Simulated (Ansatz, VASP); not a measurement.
TaRu2 in VASP and in Ansatz

```xyz
3
Lattice="-1.5655 1.5655 4.7914 1.5655 -1.5655 4.7914 1.5655 1.5655 -4.7914" Properties=species:S:1:pos:R:3 pbc="T T T"
Ta    0.0000    0.0000    4.7914
Ru    0.0000    0.0000    8.1075
Ru    0.0000    0.0000    1.4753
```

Alike in both runs: functional PBE; k mesh 8 × 8 × 8; occupations gaussian, width 0.1 eV; no spin polarisation.

Ansatz relaxed the structure, and its values are those at the end. VASP's run is a single point on that final structure, the one shown.

```csv
,VASP,Ansatz
version,VASP 6.6.1,Ansatz 0.2.0
potentials or method,"VASP PAW PBE potentials, release 64 (Ta_pv, Ru_pv), cutoff 520 eV","scalar-relativistic, plane waves, PAW"
valence electrons in the cell,39,45
```

|  | VASP | Ansatz | Ansatz less VASP |
| --- | --- | --- | --- |
| gap on the k mesh at the Fermi level (eV) | none | none | - |
| pressure (GPa) | 0.2 | 0.0 | -0.19 |
| rms of the force components (eV/Å) | 0.012 | 0.000 | -0.0118 |

A gap of «none» marks a metal or a gap that the smearing closes. The functional is the same, so the differences come from potentials, cutoffs and numerics. VASP's potentials hold 39 valence electrons a cell and Ansatz's 45, so a difference there can come from the potentials and not from the codes.

Neither program's run includes spin-orbit coupling.
